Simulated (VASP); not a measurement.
Runs of VASP 6.6.1 on CaSe. The structure is that of space group F-43m (No. 216), or close to it. The cells are those of the table. 

| task | level | spin | cell | k mesh | cutoff (eV) | smearing | grid for exact exchange (PRECFOCK) | share of exact exchange | screening parameter | gap on the mesh (eV) | pressure (GPa) |
| --- | --- | --- | --- | --- | --- | --- | --- | --- | --- | --- | --- |
| single point | r2SCANh | off | a = 4.638 Å, angles 60.0°, 2 atoms | 4 × 4 × 4 | 520 | gaussian 0.01 eV | Normal | 0.1 | - | (b) | 0.1 |
| single point | HSE06 | off | a = 4.638 Å, angles 60.0°, 2 atoms | 4 × 4 × 4 | 520 | gaussian 0.01 eV | Normal | 0.25 | 0.2079 1/Å | 4.09 | 0.3 |
| single point | PBE0 | off | a = 4.638 Å, angles 60.0°, 2 atoms | 4 × 4 × 4 | 520 | gaussian 0.01 eV | Normal | 0.25 | - | 4.78 | (c) |
| single point | PBE | non-collinear, zero start, SOC | a = 4.638 Å, angles 60.0°, 2 atoms | 6 × 6 × 6 | 520 | gaussian 0.01 eV | - | - | - | - | 0.6 |
| dielectric tensor | PBE | off | a = 4.638 Å, angles 60.0°, 2 atoms | 6 × 6 × 6 | 520 | gaussian 0.01 eV | - | - | - | 3.21 | - |
| relaxation of cell and atoms | r2SCAN | off | relaxed from a = 4.659 Å, angles 60.0°, 2 atoms | 6 × 6 × 6 | 600 | fermi-dirac 0.02 eV | - | - | - | (a) | 0.0 |

Alike in all rows: potentials or basis VASP PAW PBE potentials, release 64 (Ca_sv, Se).

Problem. Estimate the missing entries.

Solution. (a) 3.67; (b) 4.22; (c) 0.2.

Caveats: the structure was generated, so it needn't be the stable form of CaSe; the PAW data sets were made with another functional, which shifts forces and pressure a little (at least some runs).

A k mesh can miss the band edges, and rows without SOC leave out spin-orbit coupling on Se.
